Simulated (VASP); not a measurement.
Write the native input for VASP 6.6.1 that does the following.

- Task: single point
- Functional: PBE
- Potentials or basis: VASP PAW PBE potentials, release 64 (Sr_sv, Ti_sv, O)
- Cutoff: 520 eV
- k mesh: 6 × 6 × 6
- Occupations: gaussian, width 0.01 eV
- Spin: non-collinear spin, zero start, spin-orbit coupling
- Starting moments: [[0.0, 0.0, 0.0], [0.0, 0.0, 0.0], [0.0, 0.0, 0.0], [0.0, 0.0, 0.0], [0.0, 0.0, 0.0]] μB
- Dipole correction: no
- Further INCAR settings: ALGO = Normal; EDIFF = 1e-07; NBANDS = 55

The structure of SrTiO3 lies in POSCAR:

```
SrTiO3
1.0
    3.9068514982      0.0000000000      0.0000000000
    0.0000000000      3.9068514982      0.0000000000
    0.0000000000      0.0000000000      3.9068514982
Sr Ti O
1 1 3
Direct
    0.5000000000      0.5000000000      0.5000000000
    0.0000000000      0.0000000000      0.0000000000
    0.5000000000      0.0000000000      0.0000000000
    0.0000000000      0.5000000000      0.0000000000
    0.0000000000      0.0000000000      0.5000000000
```

These files were run (other wordings do the same):

INCAR

```
PREC     = Accurate       # precision mode
ENCUT    = 520            # plane-wave cutoff, eV
EDIFF    = 1E-7           # SCF threshold, eV
ISMEAR   = 0              # smearing method
SIGMA    = 0.01           # smearing width, eV
LREAL    = F              # projectors in reciprocal space
LASPH    = T              # aspherical terms in the spheres
NELM     = 150            # most SCF steps
ALGO     = Normal         # electronic algorithm
ISIF     = 2              # what is computed and relaxed
LWAVE    = F              # write WAVECAR
LCHARG   = T              # write CHGCAR
MAGMOM   = 0 0 0 0 0 0 0 0 0 0 0 0 0 0 0 # initial moments
LORBIT   = 11             # projections on sites
LSORBIT  = T              # spin-orbit coupling
GGA_COMPAT= F            
LORBMOM  = T            
LMAXMIX  = 4              # l up to which the mixer works
GGA      = PE             # functional
LVHAR    = T            
NBANDS   = 55             # bands
```

KPOINTS

```
Automatic mesh
0
Gamma
  6 6 6
```

Potentials or basis: VASP PAW PBE potentials, release 64 (Sr_sv, Ti_sv, O).

Command:

```sh
$ cat potpaw_PBE.64/Sr_sv/POTCAR potpaw_PBE.64/Ti_sv/POTCAR potpaw_PBE.64/O/POTCAR > POTCAR
$ mpirun -np 1 vasp_ncl > vasp.out
```

Results of the run:

| Property | Result |
| --- | --- |
| Pressure | 4.7 GPa |
| Net moment | 0.00 μB per cell |
| Valence electrons inside the program's atomic spheres | Sr 8.02; Ti 10.31; O 5.06 |

Caveat: the cell stands under pressure.

Run time: 110 s on 1 thread of Intel(R) Xeon(R) 6975P-C (Granite Rapids) (shared host), peak memory 0.34 GiB.
